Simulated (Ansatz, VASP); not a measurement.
## One calculation of BeCd3S2, two programs

```
CELL_PARAMETERS angstrom
2.42325 -4.46955 0.00000
2.42325 4.46955 0.00000
0.00000 0.00000 6.33699
ATOMIC_POSITIONS crystal
Be 0.00000 0.00000 0.00000
Cd 0.50000 0.50000 0.50000
Cd 0.66545 0.33455 0.00000
Cd 0.33455 0.66545 0.00000
S 0.50000 0.00000 0.50000
S 0.00000 0.50000 0.50000
```

Change from the starting cell: species swapped into the TbCo2Ni3 type (Cmmm, No. 65).

Alike in both runs: functional PBE; k mesh 8 × 8 × 8; occupations gaussian, width 0.1 eV; no spin polarisation.

Ansatz relaxed the structure, and its values are those at the end. VASP's run is a single point on that final structure, the one shown.

|  | VASP | Ansatz |
| --- | --- | --- |
| version | VASP 6.6.1 | Ansatz 0.2.0 |
| potentials or method | VASP PAW PBE potentials, release 64 (Be, Cd, S), cutoff 520 eV | scalar-relativistic, plane waves, PAW |
| valence electrons in the cell | 50 | 74 |

|  | VASP | Ansatz | Ansatz less VASP |
| --- | --- | --- | --- |
| gap on the k mesh at the Fermi level (eV) | none | none | - |
| pressure (GPa) | 0.2 | 0.0 | -0.23 |

A gap of «none» marks a metal or a gap that the smearing closes. VASP's potentials hold 50 valence electrons a cell and Ansatz's 74, so a difference there can come from the potentials and not from the codes.
